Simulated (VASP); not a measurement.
# ZnAg (Pm-3m) in VASP: a series of runs, part 2 of 2

VASP 6.6.1. The steps go on from the part before.

## Step 5: Relaxation of cell and atoms, LDA, target pressure 20 GPa, at which the enthalpy is minimised

This run uses another cell than the first one, of 15.72 Å³/atom.

INCAR

```
SYSTEM = ZnAg
  PREC = Accurate
  ENCUT = 500
  EDIFF = 1E-7
  ISMEAR = -1
  SIGMA = 0.1
  LREAL = .False.
  LASPH = .True.
  NELM = 120
  ALGO = Normal
  ISIF = 3
  LWAVE = .False.
  LCHARG = .False.
  GGA = CA
  IBRION = 2
  NSW = 80
  EDIFFG = -0.005
  PSTRESS = 200.0
  GGA_COMPAT = .False.
  NELMIN = 4
```

KPOINTS

```
Automatic mesh
0
Gamma
  10 10 10
  0 0 0
```

POSCAR

```
ZnAg
1.0
    3.1560000000      0.0000000000      0.0000000000
    0.0000000000      3.1560000000      0.0000000000
    0.0000000000      0.0000000000      3.1560000000
Zn Ag
1 1
Direct
    0.5000000000      0.5000000000      0.5000000000
    0.0000000000      0.0000000000      0.0000000000
```

Potentials or basis: VASP PAW LDA potentials, release 64 (Zn, Ag).

Run with:

```sh
$ cat potpaw_LDA.64/Zn/POTCAR potpaw_LDA.64/Ag/POTCAR > POTCAR
$ mpirun -np 1 vasp_std > vasp.out
```

OUTCAR:

```text
SYSTEM = ZnAg
   PREC = Accurate
   ENCUT = 500
   EDIFF = 1E-7
   ISMEAR = -1
   LREAL = .False.
   LASPH = .True.
   NELM = 120
   ISIF = 3
   GGA = CA
   IBRION = 2
   NSW = 80
   EDIFFG = -0.005
   PSTRESS = 200.0
   NELMIN = 4

 ion  position               nearest neighbor table
   1  0.500  0.500  0.500-   2 2.73   2 2.73   2 2.73   2 2.73   2 2.73   2 2.73   2 2.73   2 2.73

   2  0.000  0.000  0.000-   1 2.73   1 2.73   1 2.73   1 2.73   1 2.73   1 2.73   1 2.73   1 2.73

  LATTYP: Found a simple cubic cell.
 ALAT       =     3.1560000000

  Lattice vectors:

 A1 = (   3.1560000000,   0.0000000000,   0.0000000000)
 A2 = (   0.0000000000,   3.1560000000,   0.0000000000)
 A3 = (   0.0000000000,   0.0000000000,   3.1560000000)

Analysis of symmetry for initial positions (statically):
=====================================================================
 Subroutine PRICEL returns:
 Original cell was already a primitive cell.

 Routine SETGRP: Setting up the symmetry group for a
 simple cubic supercell.

 Subroutine GETGRP returns: Found 48 space group operations
 (whereof 48 operations were pure point group operations)
 out of a pool of 48 trial point group operations.

The static configuration has the point symmetry O_h .

Analysis of symmetry for dynamics (positions and initial velocities):
=====================================================================
 Subroutine PRICEL returns:
 Original cell was already a primitive cell.

 Routine SETGRP: Setting up the symmetry group for a
 simple cubic supercell.

 Subroutine GETGRP returns: Found 48 space group operations
 (whereof 48 operations were pure point group operations)
 out of a pool of 48 trial point group operations.

The dynamic configuration has the point symmetry O_h .

 Subroutine INISYM returns: Found 48 space group operations
 (whereof 48 operations are pure point group operations),
 and found     1 'primitive' translations

----------------------------------------------------------------------------------------

                                     Primitive cell

  volume of cell :      31.4348

  direct lattice vectors                    reciprocal lattice vectors
     3.156000000  0.000000000  0.000000000     0.316856781  0.000000000  0.000000000
     0.000000000  3.156000000  0.000000000     0.000000000  0.316856781  0.000000000
     0.000000000  0.000000000  3.156000000     0.000000000  0.000000000  0.316856781

  length of vectors
     3.156000000  3.156000000  3.156000000     0.316856781  0.316856781  0.316856781

  position of ions in fractional coordinates (direct lattice)
     0.500000000  0.500000000  0.500000000
     0.000000000  0.000000000  0.000000000

  ion indices of the primitive-cell ions
   primitive index   ion index
                 1           1
                 2           2

----------------------------------------------------------------------------------------

 KPOINTS: Automatic mesh

Automatic generation of k-mesh.
 Grid dimensions read from file:
 generate k-points for:   10   10   10

 Generating k-lattice:

  Cartesian coordinates                     Fractional coordinates (reciprocal lattice)
     0.031685678  0.000000000  0.000000000     0.100000000  0.000000000  0.000000000
[... 44 lines left out ...]
   dimension x,y,z NGX =    24 NGY =   24 NGZ =   24
   dimension x,y,z NGXF=    48 NGYF=   48 NGZF=   48
   ions per type =               1   1
   NGX,Y,Z   is equivalent  to a cutoff of  12.64, 12.64, 12.64 a.u.
   NGXF,Y,Z  is equivalent  to a cutoff of  25.28, 25.28, 25.28 a.u.
 SYSTEM =  ZnAg
   PREC   = accura    normal or accurate (medium, high low for compatibility)
   ISTART =      0    job   : 0-new  1-cont  2-samecut
   ICHARG =      2    charge: 1-file 2-atom 10-const
   ISPIN  =      1    spin polarized calculation?
   LNONCOLLINEAR =      F non collinear calculations
   LSORBIT =      F    spin-orbit coupling
   LASPH  =      T    aspherical Exc in radial PAW
   ENCUT  =  500.0 eV  36.75 Ry    6.06 a.u.   5.75  5.75  5.75*2*pi/ulx,y,z
   NELM   =    120;   NELMIN=  4; NELMDL= -5     # of ELM steps
   EDIFF  = 0.1E-06   stopping-criterion for ELM
   LREAL  =      F    real-space projection
   EDIFFG = -.5E-02   stopping-criterion for IOM
   NSW    =     80    number of steps for IOM
   IBRION =      2    ionic relax: 0-MD 1-quasi-New 2-CG
   NFREE  =      1    steps in history (QN), initial steepest desc. (CG)
   ISIF   =      3    stress and relaxation
   ISYM   =      2    0-nonsym 1-usesym 2-fastsym
   POTIM  = 0.5000    time-step for ionic-motion
   TEBEG  =    0.0;   TEEND  =   0.0 temperature during run
   PSTRESS=  200.0 pullay stress
   NELECT =      23.0000    total number of electrons
   NUPDOWN=      -1.0000    fix difference up-down
   EMIN   =  10.00;   EMAX   =-10.00  energy-range for DOS
   EFERMI =   0.00;   METHOD = LEGACY
   ISMEAR =    -1;   SIGMA  =   0.10  broadening in eV -4-tet -1-fermi 0-gaus
   EFERMI_NEDOS =   21; number of points for ismear=-14 and -15
   IALGO  =     38    algorithm
   IMIX   =      4    mixing-type and parameters
     AMIX     =   0.40;   BMIX     =  1.00
     AMIX_MAG =   1.60;   BMIX_MAG =  1.00
  volume/ion in A,a.u.               =      15.72       106.07
  Fermi-wavevector in a.u.,A,eV,Ry     =   1.475187  2.787699 29.608687  2.176177
  Thomas-Fermi vector in A             =   2.589867
   LORBIT       =      0    0 simple, 1 ext, 2 COOP (PROOUT), +10 PAW based schemes
   GGA     = CA    functional components
   LHFCALC =     F    Hartree Fock is set to
   AEXX    =    0.0000 exact exchange contribution
   IVDW    =     0    specifies the selected vdW correction
   LEPSILON=     F    determine dielectric tensor
   LRPA    =     F    only Hartree local field effects (RPA)
 conjugate gradient relaxation of ions
 non-spin polarized calculation
  energy-cutoff  :      500.00
  volume of cell :       31.43
 maximum number of plane-waves:       840
 NGX is ok and might be reduce to    24
   NGX = 11   NGY = 11   NGZ = 11

--------------------------------------- Ionic step        1  -------------------------------------------

 number of electron      23.0000018 magnetization

 Free energy of the ion-electron system (eV)
  ---------------------------------------------------
  ext. energy  EPLUGINS =         0.00000000
  ---------------------------------------------------
  free energy    TOTEN  =        -5.73833418 eV

  energy without entropy =       -5.71842405  energy(sigma->0) =       -5.72837911

------------------------ aborting loop because EDIFF is reached ----------------------------------------

  FORCE on cell =-STRESS in cart. coord.  units (eV):
  Direction    XX          YY          ZZ          XY          YZ          ZX
  --------------------------------------------------------------------------------------
  -------------------------------------------------------------------------------------
  Total       -1.5076884     -1.5076884     -1.5076884     -0.0000000     -0.0000000     -0.0000000
  in kB      -76.8442189    -76.8442189    -76.8442189     -0.0000000     -0.0000000     -0.0000000
  external PRESSURE =    -276.8442189 kB  Pullay stress =     200.0000000 kB
[... 25 lines left out ...]
--------------------------------------- Ionic step        2  -------------------------------------------

 number of electron      22.9999981 magnetization

 E-fermi :  12.5519     XC(G=0): -14.9909

 val. band max:       12.5275198398   @ k =   0.4000   0.4000   0.2000
 cond. band min:      12.6984235995   @ k =   0.3000   0.1000   0.1000
 fundamental gap:      0.1709037597
 Fermi energy:        12.5518738729

 k-point     1 :       0.0000    0.0000    0.0000
  band No.  band energies     occupation
      1      -1.3069      2.00000
      2       1.2539      2.00000
      3       1.2539      2.00000
      4       3.1671      2.00000
      5       3.1671      2.00000
      6       3.1671      2.00000
      7       5.1604      2.00000
      8       5.1604      2.00000
      9       7.0147      2.00000
     10       7.0147      2.00000
     11       7.0147      2.00000
     12      18.4203      0.00000
     13      18.4203      0.00000
     14      18.4203      0.00000
[... 604 lines left out ...]
--------------------------------------- Ionic step        7  -------------------------------------------

 number of electron      23.0000007 magnetization

 Free energy of the ion-electron system (eV)
  ---------------------------------------------------
  ext. energy  EPLUGINS =         0.00000000
  ---------------------------------------------------
  free energy    TOTEN  =        -5.62170212 eV

  energy without entropy =       -5.60234462  energy(sigma->0) =       -5.61202337

 E-fermi :   8.6029     XC(G=0): -13.5032

 val. band max:        8.5358153370   @ k =   0.4000   0.3000   0.2000
 cond. band min:       8.6123849186   @ k =   0.4000   0.4000   0.4000
 fundamental gap:      0.0765695816
 Fermi energy:         8.6028900131

 k-point     1 :       0.0000    0.0000    0.0000
  band No.  band energies     occupation
      1      -2.6358      2.00000
      2      -0.5026      2.00000
      3      -0.5026      2.00000
      4       0.5114      2.00000
      5       0.5114      2.00000
      6       0.5114      2.00000
      7       2.3253      2.00000
      8       2.3253      2.00000
      9       3.7587      2.00000
     10       3.7587      2.00000
     11       3.7587      2.00000
     12      14.1228      0.00000
     13      14.1228      0.00000
     14      14.1228      0.00000
[... 448 lines left out ...]
  energy  without entropy=       -5.6023446152  energy(sigma->0) =       -5.61202337

  enthalpy is  TOTEN    =        -2.3614559536 eV   P V=        3.2602461619

 reached required accuracy - stopping structural energy minimisation
```

OSZICAR:

```text
N       E                     dE             d eps       ncg     rms          rms(c)
DAV:   1     0.118737388331E+03    0.11874E+03   -0.11514E+04  1696   0.192E+03
DAV:   2    -0.276320820868E+01   -0.12150E+03   -0.11759E+03  1715   0.332E+02
DAV:   3    -0.624695817138E+01   -0.34837E+01   -0.34735E+01  2002   0.689E+01
[... 65 lines left out ...]
DAV:   2    -0.562170911837E+01    0.77381E-04   -0.25184E-04  1841   0.390E-01    0.214E-02
DAV:   3    -0.562170412340E+01    0.49950E-05   -0.70895E-06  1736   0.366E-02    0.127E-02
DAV:   4    -0.562170228931E+01    0.18341E-05   -0.99392E-07  2324   0.389E-02    0.318E-03
DAV:   5    -0.562170211504E+01    0.17427E-06   -0.28405E-07  1275   0.770E-03    0.505E-04
DAV:   6    -0.562170211548E+01   -0.44565E-09   -0.22957E-08   840   0.212E-03
   7 F= -.23614560E+01 E0= -.23517772E+01  d E =-.119131E-05
```

Wall time 72 s (1 thread of Intel Xeon Platinum 8259CL at 2.50GHz (Skylake/Cascade Lake), shared host); peak memory 0.16 GiB.

Results:

| Property | Result |
| --- | --- |
| Free energy | -5.6217 eV |
| Relaxed volume | 13.06 Å³/atom |
| Relaxed cell | a = 2.967 Å, b = 2.967 Å, c = 2.967 Å, α = 90.00°, β = 90.00°, γ = 90.00° |
| Space group after relaxing (to 0.1 Å) | Pm-3m (No. 221) |
| Energy change on relaxing (the run minimises the enthalpy) | +58.3 meV/atom |
| Ionic steps | 7 |
| Pressure after relaxing | 20.0 GPa |
| Band gap on the k mesh | zero (an odd number of electrons rules out a gap without spin polarisation) |

The path:
| step | energy change (eV) | largest force (eV/Å) | pressure (GPa) | volume (Å³) |
| --- | --- | --- | --- | --- |
| 1 | 0.0000 | 0.0000 | -7.68 | 31.43 |
| 2 | 2.0998 | 0.0000 | 114.95 | 20.63 |
| 3 | 0.0837 | 0.0000 | 17.68 | 26.40 |
| 4 | 0.1054 | 0.0000 | 19.19 | 26.21 |
| 5 | 0.1175 | 0.0000 | 20.07 | 26.11 |
| 6 | 0.1149 | 0.0000 | 19.88 | 26.13 |
| 7 | 0.1166 | 0.0000 | 20.00 | 26.12 |

Final structure:
```
CELL_PARAMETERS angstrom
2.96695 0.00000 0.00000
0.00000 2.96695 0.00000
0.00000 0.00000 2.96695
ATOMIC_POSITIONS crystal
Zn 0.50000 0.50000 0.50000
Ag 0.00000 0.00000 0.00000
```

Caveat: the cell is relaxed towards a set pressure, so the run minimises the enthalpy, not the energy; the volume moved by over 15 % at a fixed basis, so the end points are rough. LDA usually gives volumes a few per cent too small.

## Step 6: Relaxation of cell and atoms, LDA, target pressure 30 GPa, at which the enthalpy is minimised

This run uses another cell than the first one, of 15.72 Å³/atom.

INCAR

```
ALGO = Normal
EDIFF = 1E-7
EDIFFG = -0.005
ENCUT = 500
GGA_COMPAT = F
IBRION = 2
ISIF = 3
ISMEAR = -1
LASPH = T
LCHARG = F
LREAL = F
LWAVE = F
NELM = 120
NELMIN = 4
NSW = 80
PREC = Accurate
PSTRESS = 300.0
SIGMA = 0.1
```

KPOINTS

```
k-points
0
Gamma
  10 10 10
```

POSCAR is that of step 5.

Potentials or basis: VASP PAW LDA potentials, release 64 (Zn, Ag).

Run with:

```sh
$ cat potpaw_LDA.64/Zn/POTCAR potpaw_LDA.64/Ag/POTCAR > POTCAR
$ mpirun -np 1 vasp_std > vasp.out
```

Wall time 2.6 min (1 thread of Intel Xeon Platinum 8259CL at 2.50GHz (Skylake/Cascade Lake), shared host); peak memory 0.16 GiB.

It converged, with:

| Property | Result |
| --- | --- |
| Free energy | -5.4646 eV |
| Relaxed volume | 12.55 Å³/atom |
| Relaxed cell | a = 2.928 Å, b = 2.928 Å, c = 2.928 Å, α = 90.00°, β = 90.00°, γ = 90.00° |
| Space group after relaxing (to 0.1 Å) | Pm-3m (No. 221) |
| Energy change on relaxing (the run minimises the enthalpy) | +136.9 meV/atom |
| Ionic steps | 16 |
| Pressure after relaxing | 30.0 GPa |
| Band gap on the k mesh | zero (an odd number of electrons rules out a gap without spin polarisation) |

Step by step:
| step | energy change (eV) | largest force (eV/Å) | pressure (GPa) | volume (Å³) |
| --- | --- | --- | --- | --- |
| 1 | 0.0000 | 0.0000 | -7.68 | 31.43 |
| 2 | 5.6657 | 0.0000 | 262.61 | 17.44 |
| 3 | 0.1758 | 0.0000 | 24.01 | 25.69 |
| 4 | 0.2302 | 0.0000 | 27.39 | 25.35 |
| 5 | 0.2750 | 0.0000 | 30.06 | 25.10 |
| 6 | 0.2534 | 0.0000 | 28.79 | 25.21 |
| 7 | 0.2548 | 0.0000 | 28.87 | 25.21 |
| 8 | 0.2591 | 0.0000 | 29.13 | 25.18 |
| 9 | 0.2592 | 0.0000 | 29.14 | 25.18 |
| 10 | 0.2595 | 0.0000 | 29.17 | 25.18 |
| 11 | 0.2600 | 0.0000 | 29.21 | 25.18 |
| 12 | 0.2610 | 0.0000 | 29.23 | 25.17 |
| 13 | 0.2630 | 0.0000 | 29.37 | 25.16 |
| 14 | 0.2671 | 0.0000 | 29.60 | 25.14 |
| 15 | 0.2753 | 0.0000 | 30.09 | 25.09 |
| 16 | 0.2738 | 0.0000 | 30.01 | 25.10 |

Final structure:
```
CELL_PARAMETERS angstrom
2.92802 0.00000 0.00000
0.00000 2.92802 0.00000
0.00000 0.00000 2.92802
ATOMIC_POSITIONS crystal
Zn 0.50000 0.50000 0.50000
Ag 0.00000 0.00000 0.00000
```

Levels at points of the mesh, in eV from the Fermi level:
| k point | band 9 | band 10 | band 11 | band 12 | band 13 | band 14 | band 15 |
| --- | --- | --- | --- | --- | --- | --- | --- |
| (0.00, 0.00, 0.00) | -4.95 | -4.95 | -4.95 | 5.58 | 5.58 | 5.58 | 12.60 |
| (0.50, 0.00, 0.00) | -6.28 | -6.06 | -5.25 | -2.95 | 11.49 | 12.23 | 12.23 |
| (0.50, 0.50, 0.00) | -5.13 | -4.52 | -2.65 | -2.65 | 2.41 | 2.97 | 11.99 |
| (0.50, 0.50, 0.50) | -4.47 | -4.47 | 2.24 | 4.33 | 4.33 | 4.33 | 5.52 |

Caveat: the cell is relaxed towards a set pressure, so the run minimises the enthalpy, not the energy; the volume moved by over 15 % at a fixed basis, so the end points are rough.

## Step 7: Relaxation of cell and atoms, LDA, target pressure 40 GPa, at which the enthalpy is minimised

This run uses another cell than the first one, of 15.72 Å³/atom.

INCAR

```
SYSTEM = ZnAg
PREC = Accurate
ENCUT = 500
EDIFF = 1E-7
ISMEAR = -1
SIGMA = 0.1
LREAL = .FALSE.
LASPH = .TRUE.
NELM = 120
ALGO = Normal
ISIF = 3
LWAVE = .FALSE.
LCHARG = .FALSE.
GGA = CA
IBRION = 2
NSW = 80
EDIFFG = -0.005
PSTRESS = 400.0
GGA_COMPAT = .FALSE.
NELMIN = 4
```

KPOINTS

```
regular mesh
0
G
  10 10 10
  0 0 0
```

POSCAR is that of step 6.

Run with:

```sh
$ cat potpaw_LDA.64/Zn/POTCAR potpaw_LDA.64/Ag/POTCAR > POTCAR
$ mpirun -np 1 vasp_std > vasp.out
```

Run time: 2.5 min. Hardware: 1 thread of Intel Xeon Platinum 8259CL at 2.50GHz (Skylake/Cascade Lake), shared host; peak memory 0.16 GiB.

The run converged. Its results:

| Property | Result |
| --- | --- |
| Free energy | -5.2843 eV |
| Relaxed volume | 12.14 Å³/atom |
| Relaxed cell | a = 2.895 Å, b = 2.895 Å, c = 2.895 Å, α = 90.00°, β = 90.00°, γ = 90.00° |
| Space group after relaxing (to 0.1 Å) | Pm-3m (No. 221) |
| Energy change on relaxing (the run minimises the enthalpy) | +227.0 meV/atom |
| Ionic steps | 16 |
| Pressure after relaxing | 40.0 GPa |
| Band gap on the k mesh | zero (an odd number of electrons rules out a gap without spin polarisation) |

The path:
```
step  energy change (eV)  largest force (eV/Å)  pressure (GPa)  volume (Å³)
   1              0.0000                0.0000           -7.68        31.43
   2             12.5756                0.0000          555.72        14.59
   3              0.2531                0.0000           28.77        25.22
   4              0.3418                0.0000           33.89        24.76
   5              0.4582                0.0000           40.21        24.26
   6              0.4259                0.0000           38.48        24.39
   7              0.4280                0.0000           38.61        24.38
   8              0.4343                0.0000           38.95        24.35
   9              0.4344                0.0000           38.97        24.35
  10              0.4348                0.0000           39.00        24.35
  11              0.4355                0.0000           39.05        24.35
  12              0.4370                0.0000           39.09        24.34
  13              0.4399                0.0000           39.25        24.33
  14              0.4458                0.0000           39.56        24.31
  15              0.4578                0.0000           40.20        24.26
  16              0.4541                0.0000           40.01        24.27
```

Final structure:
```
CELL_PARAMETERS angstrom
2.89544 0.00000 0.00000
0.00000 2.89544 0.00000
0.00000 0.00000 2.89544
ATOMIC_POSITIONS crystal
Zn 0.50000 0.50000 0.50000
Ag 0.00000 0.00000 0.00000
```

Levels at points of the mesh, in eV from the Fermi level:
```csv
k point,band 10,band 11,band 12,band 13,band 14,band 15
"(0.00, 0.00, 0.00)",-5.04,-5.04,5.64,5.64,5.64,12.85
"(0.50, 0.00, 0.00)",-6.18,-5.38,-2.98,11.55,12.54,12.54
"(0.50, 0.50, 0.00)",-4.60,-2.81,-2.81,2.60,3.12,12.20
"(0.50, 0.50, 0.50)",-4.55,2.35,4.39,4.39,4.39,5.66
```

Caveat: the cell is relaxed towards a set pressure, so the run minimises the enthalpy, not the energy; the volume moved by over 15 % at a fixed basis, so the end points are rough. Zero-point motion and thermal expansion aren't in these numbers.

## Step 8: Summary

```tsv
task	cell	gap on the mesh (eV)	pressure (GPa)
single point	a = 3.077 Å, 2 atoms	none	0.5
relaxation of cell and atoms	relaxed from a = 3.156 Å, 2 atoms	none	0.0
relaxation of cell and atoms	relaxed to 10 GPa from a = 3.156 Å, 2 atoms	none	10.0
relaxation of cell and atoms	relaxed to 20 GPa from a = 3.156 Å, 2 atoms	none	20.0
relaxation of cell and atoms	relaxed to 30 GPa from a = 3.156 Å, 2 atoms	none	30.0
relaxation of cell and atoms	relaxed to 40 GPa from a = 3.156 Å, 2 atoms	none	40.0
```

Alike in all rows: level LDA; potentials or basis VASP PAW LDA potentials, release 64 (Zn, Ag); no spin polarisation; k mesh 10 × 10 × 10; cutoff (eV) 500; smearing fermi-dirac 0.1 eV.

Caveats: the cell is relaxed towards a set pressure, so the run minimises the enthalpy, not the energy (at least some runs); the volume moved by over 15 % at a fixed basis, so the end points are rough (at least some runs).

Absolute energies hang on the potentials; compare differences alone.
